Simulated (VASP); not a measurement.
# AlCd2 (P6_3/mmc) in VASP: a series of runs

AlCd2 is run at these levels: PBE; tasks: relaxation of cell and atoms, single point.

All numbers are computed with VASP 6.6.1; they aren't measurements. Logs are shortened: lines on timing, memory, paths and dates and some standing lists are left out, and cuts for length are marked.

## (1) The cell of the first run

The structure is hexagonal, space group P6_3/mmc (No. 194). Conventional cell: a = 3.271 Å, b = 3.271 Å, c = 12.723 Å, α = 90.00°, β = 90.00°, γ = 120.00°. Al (site symmetry -6m2) has 6 Cd at 2.45 Å and 6 Al at 3.27 Å within 3.3 Å. Cd (site symmetry 3m) has 3 Al at 2.45 Å and 7 Cd at 3.12 to 3.27 Å within 3.3 Å.

## (2) Relaxation of cell and atoms, PBE

Input file INCAR:

```
  ALGO = Normal
  EDIFF = 1E-6
  EDIFFG = -0.04
  ENCUT = 600
  GGA = PE
  IBRION = 2
  ISIF = 3
  ISMEAR = 0
  LASPH = T
  LCHARG = F
  LREAL = F
  LWAVE = F
  NELM = 80
  NSW = 90
  PREC = Accurate
  SIGMA = 0.1
```

Input file KPOINTS:

```
k-points
0
Gamma
  6 6 2
```

Input file POSCAR:

```
AlCd2
1.0
    3.2710435271      0.0000000000      0.0000000000
   -1.6355217636      2.8328067914      0.0000000000
    0.0000000000      0.0000000000     12.7230179655
Al Cd
2 4
Direct
    0.3333333333      0.6666666667      0.2500000000
    0.6666666667      0.3333333333      0.7500000000
    0.3333333333      0.6666666667      0.6275000000
    0.6666666667      0.3333333333      0.1275000000
    0.3333333333      0.6666666667      0.8725000000
    0.6666666667      0.3333333333      0.3725000000
```

Potentials or basis: VASP PAW PBE potentials, release 64 (Al, Cd).

The run is started by

```bash
$ cat potpaw_PBE.64/Al/POTCAR potpaw_PBE.64/Cd/POTCAR > POTCAR
$ mpirun -np 1 vasp_std > vasp.out
```

OUTCAR:

```text
EDIFF = 1E-6
   EDIFFG = -0.04
   ENCUT = 600
   GGA = PE
   IBRION = 2
   ISIF = 3
   ISMEAR = 0
   LASPH = T
   LREAL = F
   NELM = 80
   NSW = 90
   PREC = Accurate

 ion  position               nearest neighbor table
   1  0.333  0.667  0.250-   4 2.45   6 2.45   4 2.45   6 2.45   4 2.45   6 2.45
   2  0.667  0.333  0.750-   3 2.45   5 2.45   3 2.45   5 2.45   3 2.45   5 2.45
   3  0.333  0.667  0.627-   2 2.45   2 2.45   2 2.45   5 3.12   6 3.75   6 3.75   6 3.75
   4  0.667  0.333  0.127-   1 2.45   1 2.45   1 2.45   6 3.12   5 3.75   5 3.75   5 3.75
   5  0.333  0.667  0.873-   2 2.45   2 2.45   2 2.45   3 3.12   4 3.75   4 3.75   4 3.75
   6  0.667  0.333  0.373-   1 2.45   1 2.45   1 2.45   4 3.12   3 3.75   3 3.75   3 3.75

  LATTYP: Found a hexagonal cell.
 ALAT       =     3.2710435271
 C/A-ratio  =     3.8895899306

  Lattice vectors:

 A1 = (   3.2710435271,   0.0000000000,   0.0000000000)
 A2 = (  -1.6355217636,   2.8328067914,   0.0000000000)
 A3 = (   0.0000000000,   0.0000000000,  12.7230179655)

Analysis of symmetry for initial positions (statically):
=====================================================================
 Subroutine PRICEL returns:
 Original cell was already a primitive cell.

 Routine SETGRP: Setting up the symmetry group for a
 hexagonal supercell.

 Subroutine GETGRP returns: Found 24 space group operations
 (whereof 12 operations were pure point group operations)
 out of a pool of 24 trial point group operations.

The static configuration has the point symmetry D_3d.
 The point group associated with its full space group is D_6h.

Analysis of symmetry for dynamics (positions and initial velocities):
=====================================================================
 Subroutine PRICEL returns:
 Original cell was already a primitive cell.

 Routine SETGRP: Setting up the symmetry group for a
 hexagonal supercell.

 Subroutine GETGRP returns: Found 24 space group operations
 (whereof 12 operations were pure point group operations)
 out of a pool of 24 trial point group operations.

The dynamic configuration has the point symmetry D_3d.
 The point group associated with its full space group is D_6h.

 Subroutine INISYM returns: Found 24 space group operations
 (whereof 12 operations are pure point group operations),
 and found     1 'primitive' translations

----------------------------------------------------------------------------------------

                                     Primitive cell

  volume of cell :     117.8945

  direct lattice vectors                    reciprocal lattice vectors
     3.271043527  0.000000000  0.000000000     0.305712838  0.176503389  0.000000000
    -1.635521764  2.832806791  0.000000000     0.000000000  0.353006779  0.000000000
     0.000000000  0.000000000 12.723017966     0.000000000  0.000000000  0.078597704

  length of vectors
     3.271043527  3.271043527 12.723017966     0.353006779  0.353006779  0.078597704

  position of ions in fractional coordinates (direct lattice)
     0.333333333  0.666666667  0.250000000
     0.666666667  0.333333333  0.750000000
     0.333333333  0.666666667  0.627500000
     0.666666667  0.333333333  0.127500000
     0.333333333  0.666666667  0.872500000
     0.666666667  0.333333333  0.372500000

  ion indices of the primitive-cell ions
   primitive index   ion index
                 1           1
                 2           2
                 3           3
                 4           4
                 5           5
                 6           6

----------------------------------------------------------------------------------------

 KPOINTS: k-points

Automatic generation of k-mesh.
 Grid dimensions read from file:
 generate k-points for:    6    6    2

 Generating k-lattice:

  Cartesian coordinates                     Fractional coordinates (reciprocal lattice)
     0.050952140  0.029417232  0.000000000     0.166666667  0.000000000  0.000000000
     0.000000000  0.058834463  0.000000000     0.000000000  0.166666667  0.000000000
     0.000000000  0.000000000  0.039298852     0.000000000  0.000000000  0.500000000

  Length of vectors
     0.058834463  0.058834463  0.039298852

  Shift w.r.t. Gamma in fractional coordinates (k-lattice)
     0.000000000  0.000000000  0.000000000

 Subroutine IBZKPT returns following result:
 ===========================================

 Found     14 irreducible k-points:

 Following reciprocal coordinates:
            Coordinates               Weight
  0.000000  0.000000  0.000000      1.000000
  0.166667  0.000000  0.000000      6.000000
  0.333333  0.000000  0.000000      6.000000
  0.500000  0.000000  0.000000      3.000000
  0.166667  0.166667  0.000000      6.000000
  0.333333  0.166667  0.000000     12.000000
  0.333333  0.333333  0.000000      2.000000
  0.000000  0.000000  0.500000      1.000000
  0.166667  0.000000  0.500000      6.000000
  0.333333  0.000000  0.500000      6.000000
  0.500000  0.000000  0.500000      3.000000
  0.166667  0.166667  0.500000      6.000000
  0.333333  0.166667  0.500000     12.000000
  0.333333  0.333333  0.500000      2.000000
   k-points           NKPTS =     14   k-points in BZ     NKDIM =     14   number of bands    NBANDS=     32
   number of dos      NEDOS =    301   number of ions     NIONS =      6
   total plane-waves  NPLWV =  84672
   dimension x,y,z NGX =    28 NGY =   28 NGZ =  108
   dimension x,y,z NGXF=    56 NGYF=   56 NGZF=  216
   ions per type =               2   4
   NGX,Y,Z   is equivalent  to a cutoff of  14.23, 14.23, 14.11 a.u.
   NGXF,Y,Z  is equivalent  to a cutoff of  28.46, 28.46, 28.22 a.u.
 SYSTEM =  unknown system
   PREC   = accura    normal or accurate (medium, high low for compatibility)
   ISTART =      0    job   : 0-new  1-cont  2-samecut
   ICHARG =      2    charge: 1-file 2-atom 10-const
   ISPIN  =      1    spin polarized calculation?
   LNONCOLLINEAR =      F non collinear calculations
   LSORBIT =      F    spin-orbit coupling
   LASPH  =      T    aspherical Exc in radial PAW
   ENCUT  =  600.0 eV  44.10 Ry    6.64 a.u.   6.53  6.53 25.41*2*pi/ulx,y,z
   NELM   =     80;   NELMIN=  2; NELMDL= -5     # of ELM steps
   EDIFF  = 0.1E-05   stopping-criterion for ELM
   LREAL  =      F    real-space projection
   EDIFFG = -.4E-01   stopping-criterion for IOM
   NSW    =     90    number of steps for IOM
   IBRION =      2    ionic relax: 0-MD 1-quasi-New 2-CG
   NFREE  =      1    steps in history (QN), initial steepest desc. (CG)
   ISIF   =      3    stress and relaxation
   ISYM   =      2    0-nonsym 1-usesym 2-fastsym
   POTIM  = 0.5000    time-step for ionic-motion
   TEBEG  =    0.0;   TEEND  =   0.0 temperature during run
   PSTRESS=    0.0 pullay stress
   NELECT =      54.0000    total number of electrons
   NUPDOWN=      -1.0000    fix difference up-down
   EMIN   =  10.00;   EMAX   =-10.00  energy-range for DOS
   EFERMI =   0.00;   METHOD = LEGACY
   ISMEAR =     0;   SIGMA  =   0.10  broadening in eV -4-tet -1-fermi 0-gaus
   EFERMI_NEDOS =   21; number of points for ismear=-14 and -15
   IALGO  =     38    algorithm
   IMIX   =      4    mixing-type and parameters
     AMIX     =   0.40;   BMIX     =  1.00
     AMIX_MAG =   1.60;   BMIX_MAG =  1.00
  volume/ion in A,a.u.               =      19.65       132.60
  Fermi-wavevector in a.u.,A,eV,Ry     =   1.261948  2.384737 21.667467  1.592514
  Thomas-Fermi vector in A             =   2.395382
   LORBIT       =      0    0 simple, 1 ext, 2 COOP (PROOUT), +10 PAW based schemes
   GGA     = PE    functional components
   LHFCALC =     F    Hartree Fock is set to
   AEXX    =    0.0000 exact exchange contribution
   IVDW    =     0    specifies the selected vdW correction
   LEPSILON=     F    determine dielectric tensor
   LRPA    =     F    only Hartree local field effects (RPA)
 conjugate gradient relaxation of ions
 non-spin polarized calculation
 Gauss-broadening in eV      SIGMA  =   0.10
  energy-cutoff  :      600.00
  volume of cell :      117.89
 maximum number of plane-waves:      3998
 NGX is ok and might be reduce to    28
   NGX = 13   NGY = 13   NGZ = 51

--------------------------------------- Ionic step        1  -------------------------------------------

 number of electron      53.9999986 magnetization

 Free energy of the ion-electron system (eV)
  ---------------------------------------------------
  ext. energy  EPLUGINS =         0.00000000
  ---------------------------------------------------
  free energy    TOTEN  =        -4.54970664 eV

  energy without entropy =       -4.51178756  energy(sigma->0) =       -4.53074710

------------------------ aborting loop because EDIFF is reached ----------------------------------------

  FORCE on cell =-STRESS in cart. coord.  units (eV):
  Direction    XX          YY          ZZ          XY          YZ          ZX
  --------------------------------------------------------------------------------------
  -------------------------------------------------------------------------------------
  Total       16.9908300     16.9908300     21.4962874     -0.0000000      0.0000000      0.0000000
  in kB      230.9041608    230.9041608    292.1330030     -0.0000000      0.0000000      0.0000000
  external PRESSURE =     251.3137749 kB  Pullay stress =       0.0000000 kB
[... 101 lines left out ...]
  FREE ENERGIE OF THE ION-ELECTRON SYSTEM (eV)
  ---------------------------------------------------
  free  energy   TOTEN  =        -8.2116511568 eV

  energy  without entropy=       -8.1912395699  energy(sigma->0) =       -8.20144536

 E-fermi :   2.6928     XC(G=0):  -9.4996

 val. band max:        2.6501494343   @ k =   0.5000   0.0000   0.0000
 cond. band min:       2.9474407216   @ k =   0.3333   0.1667   0.5000
 fundamental gap:      0.2972912873
 Fermi energy:         2.6928069174

 k-point     1 :       0.0000    0.0000    0.0000
  band No.  band energies     occupation
      1      -6.5174      2.00000
      2      -6.4677      2.00000
      3      -6.3654      2.00000
      4      -6.3383      2.00000
      5      -6.2711      2.00000
      6      -6.2711      2.00000
[... 479 lines left out ...]
     31       3.5116      0.00000
     32       3.5116      0.00000

 E-fermi :   5.3806     XC(G=0): -11.3054

 val. band max:        5.3801455417   @ k =   0.3333   0.1667   0.0000
 cond. band min:       5.3997280058   @ k =   0.1667   0.0000   0.0000
 fundamental gap:      0.0195824641
 Fermi energy:         5.3806186233

 k-point     1 :       0.0000    0.0000    0.0000
  band No.  band energies     occupation
      1      -5.6970      2.00000
      2      -5.6957      2.00000
      3      -5.6055      2.00000
      4      -5.5830      2.00000
      5      -4.9110      2.00000
      6      -4.6197      2.00000
[... 479 lines left out ...]
     31       7.2733      0.00000
     32       7.2733      0.00000

[... ionic steps 4 to 13 ...]

--------------------------------------- Ionic step       14  -------------------------------------------

 number of electron      53.9999989 magnetization

------------------------ aborting loop because EDIFF is reached ----------------------------------------
[... 75 lines left out ...]
--------------------------------------- Ionic step       16  -------------------------------------------

 number of electron      53.9999976 magnetization

 Free energy of the ion-electron system (eV)
  ---------------------------------------------------
  ext. energy  EPLUGINS =         0.00000000
  ---------------------------------------------------
  free energy    TOTEN  =        -9.90918537 eV

  energy without entropy =       -9.88311440  energy(sigma->0) =       -9.89614989

 E-fermi :   3.6209     XC(G=0): -10.4950

 val. band max:        3.5743481111   @ k =   0.5000   0.0000   0.0000
 cond. band min:       3.6412446065   @ k =   0.5000   0.0000   0.0000
 fundamental gap:      0.0668964953
 Fermi energy:         3.6209078351

 k-point     1 :       0.0000    0.0000    0.0000
  band No.  band energies     occupation
      1      -5.8262      2.00000
      2      -5.8231      2.00000
      3      -5.7277      2.00000
      4      -5.7199      2.00000
      5      -5.3708      2.00000
      6      -5.3427      2.00000
[... 512 lines left out ...]
  FREE ENERGIE OF THE ION-ELECTRON SYSTEM (eV)
  ---------------------------------------------------
  free  energy   TOTEN  =        -9.9091853749 eV

  energy  without entropy=       -9.8831143958  energy(sigma->0) =       -9.89614989

 reached required accuracy - stopping structural energy minimisation
```

Run time: 9.2 min. Hardware: 1 thread of AMD EPYC 9R45 (Zen 5), shared host; peak memory 0.28 GiB.

Results:

```yaml
Free_energy: -9.9092 eV
Relaxed_volume: 21.31 Å³/atom
Relaxed_cell: a = 3.026 Å, b = 3.026 Å, c = 16.128 Å, α = 90.00°, β = 90.00°, γ = 120.00°
Space_group_after_relaxing_to_0.1_Å: P6_3/mmc (No. 194)
Energy_gained_by_relaxing: 893.2 meV/atom
Ionic_steps: 16
Pressure_after_relaxing: 0.0 GPa
Largest_force_after_relaxing: 0.034 eV/Å
Band_gap_on_the_k_mesh: zero (bands 27 and 28 overlap by 2.16 eV)
```

Forces on the atoms (eV/Å):
```
Al   0.000  0.000  0.000
Al   0.000  0.000  0.000
Cd   0.000  0.000  0.034
Cd   0.000  0.000  0.034
Cd   0.000  0.000 -0.034
Cd   0.000  0.000 -0.034
```

Step by step:
| step | energy change (eV) | largest force (eV/Å) | pressure (GPa) | volume (Å³) |
| --- | --- | --- | --- | --- |
| 1 | 0.0000 | 4.2420 | 25.13 | 117.89 |
| 2 | -3.4816 | 0.4879 | -4.22 | 178.63 |
| 3 | -3.6619 | 0.9945 | -2.04 | 161.27 |
| 4 | -4.0724 | 0.8463 | -2.21 | 156.05 |
| 5 | -4.8044 | 0.4402 | -2.00 | 140.07 |
| 6 | -3.7388 | 0.6575 | 18.25 | 107.58 |
| 7 | -5.1702 | 0.3884 | -1.53 | 133.85 |
| 8 | -5.2636 | 0.1286 | 3.16 | 120.70 |
| 9 | -5.3461 | 0.0044 | 0.50 | 126.54 |
| 10 | -5.3491 | 0.0159 | 0.85 | 125.57 |
| 11 | -5.3473 | 0.0267 | 1.11 | 124.84 |
| 12 | -5.3472 | 0.0886 | -0.63 | 129.19 |
| 13 | -5.3560 | 0.0580 | 0.21 | 126.97 |
| 14 | -5.3578 | 0.0518 | -0.03 | 127.64 |
| 15 | -5.3578 | 0.0501 | -0.09 | 127.82 |
| 16 | -5.3595 | 0.0341 | -0.04 | 127.86 |

Final structure:
```xyz
6
Lattice="3.0256 0.0000 0.0000 -1.5128 2.6203 0.0000 0.0000 0.0000 16.1277" Properties=species:S:1:pos:R:3 pbc="T T T"
Al    0.0000    1.7469    4.0319
Al    1.5128    0.8734   12.0957
Cd    0.0000    1.7469    9.5189
Cd    1.5128    0.8734    1.4550
Cd    0.0000    1.7469   14.6726
Cd    1.5128    0.8734    6.6088
```

Caveat: the k points lie up to 0.40 Å⁻¹ apart in the final cell, too coarse for converged energies and pressures of a metal; a cell axis changed by over 15 % at a fixed basis, so the end point is rough.

## (3) Single point, PBE

This run uses another cell than the first one, of 21.40 Å³/atom.

Input file INCAR:

```
SYSTEM = AlCd2
  PREC = Accurate
  ENCUT = 520
  EDIFF = 1E-6
  ISMEAR = 0
  SIGMA = 0.1
  LREAL = .FALSE.
  LASPH = .TRUE.
  NELM = 100
  ALGO = Fast
  ISIF = 2
  LWAVE = .FALSE.
  LCHARG = .FALSE.
  GGA = PE
  NBANDS = 36
```

Input file KPOINTS:

```
regular mesh
0
G
  12 12 4
  0 0 0
```

Input file POSCAR:

```
AlCd2
1.0
    2.9676724980      0.0000000000      0.0000000000
   -1.4838362490      2.5700797733      0.0000000000
    0.0000000000      0.0000000000     16.8327432939
Al Cd
2 4
Direct
    0.3333333333      0.6666666667      0.2500000000
    0.6666666667      0.3333333333      0.7500000000
    0.3333333333      0.6666666667      0.5868576330
    0.6666666667      0.3333333333      0.0868576330
    0.3333333333      0.6666666667      0.9131423670
    0.6666666667      0.3333333333      0.4131423670
```

Potentials or basis: VASP PAW PBE potentials, release 64 (Al, Cd).

The run is started by

```bash
$ cat potpaw_PBE.64/Al/POTCAR potpaw_PBE.64/Cd/POTCAR > POTCAR
$ mpirun -np 1 vasp_std > vasp.out
```

Run time: 3 min. Hardware: 1 thread of AMD EPYC 9R45 (Zen 5), shared host; peak memory 0.35 GiB.

Results (log left out):

```yaml
Free_energy: -9.8210 eV
Pressure: 0.2 GPa
Band_gap_on_the_k_mesh: zero (bands 27 and 28 overlap by 3.13 eV)
```

Stress tensor (GPa, compression positive):
```
0.25 0.00 0.00
0.00 0.25 0.00
0.00 0.00 0.12
```

Levels at points of the mesh, in eV from the Fermi level:
| k point | band 24 | band 25 | band 26 | band 27 | band 28 | band 29 | band 30 | band 31 |
| --- | --- | --- | --- | --- | --- | --- | --- | --- |
| (0.00, 0.00, 0.00) | -6.81 | -6.60 | -3.98 | -3.53 | 0.17 | 0.32 | 4.75 | 5.45 |
| (0.50, 0.00, 0.00) | -3.12 | -2.01 | -1.69 | -0.59 | -0.46 | -0.11 | -0.10 | 1.39 |
| (0.00, 0.00, 0.50) | -7.71 | -5.38 | -5.38 | -1.86 | -1.86 | 2.57 | 2.57 | 7.73 |
| (0.50, 0.00, 0.50) | -3.17 | -1.81 | -1.81 | -0.78 | -0.78 | 0.39 | 0.39 | 1.09 |

The gap in the log of VASP goes by the Fermi energy; the results here count the filled bands.